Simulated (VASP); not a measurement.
Crystal: Al5BAs6.

```
CELL_PARAMETERS angstrom
6.53218 0.00000 0.00000
-3.26609 5.65704 0.00000
0.00000 0.00000 6.19810
ATOMIC_POSITIONS crystal
Al 0.66667 0.33333 0.00068
Al 0.33333 0.66667 0.00068
Al 0.00000 0.33333 0.50068
Al 0.66667 0.66667 0.50068
Al 0.33333 0.00000 0.50068
B 0.00000 0.00000 0.00068
As 0.66667 0.33333 0.37532
As 0.33333 0.66667 0.37532
As 0.00000 0.00000 0.37532
As 0.00000 0.33333 0.87532
As 0.66667 0.66667 0.87532
As 0.33333 0.00000 0.87532
```

* Program: VASP 6.6.1
* Task: relaxation of cell and atoms
* Functional: PBE
* Potentials or basis: VASP PAW PBE potentials, release 64 (Al, B, As)
* Cutoff: 600 eV
* k mesh: 3 × 3 × 4
* Occupations: gaussian, width 0.1 eV
* Spin: no spin polarisation

At the start: pressure 15.2 GPa; volume 19.09 Å³/atom.

Q: How do energy, volume and symmetry change on relaxing?

A: Over 14 steps the energy falls by 246.0 meV/atom and the volume is 21.73 Å³/atom (+13.9 %); space group P31m (No. 157, to 0.1 Å) before and after.

The path:
```csv
step,energy change (eV),largest force (eV/Å),pressure (GPa),volume (Å³)
1,0.0000,2.9654,15.18,229.04
2,-1.8197,0.8716,-6.56,294.38
3,-2.2574,1.4032,-1.96,271.23
4,-2.6586,0.9287,-1.28,266.61
5,-2.8902,0.5310,0.32,259.79
6,-2.8929,0.5085,0.10,260.56
7,-2.8930,0.5145,0.16,260.35
8,-2.9354,0.2341,-0.01,260.64
9,-2.9410,0.1514,-0.08,260.80
10,-2.9467,0.1573,0.05,260.35
11,-2.9475,0.1132,0.01,260.47
12,-2.9499,0.0742,0.02,260.47
13,-2.9516,0.0840,0.03,260.47
14,-2.9524,0.0185,-0.05,260.76
```

Final structure:
```yaml
crystal:
  lattice:
    - [6.81837, 0.00000, 0.00000]
    - [-3.40919, 5.90488, 0.00000]
    - [0.00000, 0.00000, 6.47662]
  atoms:
    - { symbol: Al, position: [0.66667, 0.33333, 0.00200] }
    - { symbol: Al, position: [0.33333, 0.66667, 0.00200] }
    - { symbol: Al, position: [0.00000, 0.32007, 0.50037] }
    - { symbol: Al, position: [0.67993, 0.67993, 0.50037] }
    - { symbol: Al, position: [0.32007, 0.00000, 0.50037] }
    - { symbol: B, position: [0.00000, 0.00000, 0.99853] }
    - { symbol: As, position: [0.66667, 0.33333, 0.38399] }
    - { symbol: As, position: [0.33333, 0.66667, 0.38399] }
    - { symbol: As, position: [0.00000, 0.00000, 0.32838] }
    - { symbol: As, position: [0.00000, 0.29451, 0.88534] }
    - { symbol: As, position: [0.70549, 0.70549, 0.88534] }
    - { symbol: As, position: [0.29451, 0.00000, 0.88534] }
```
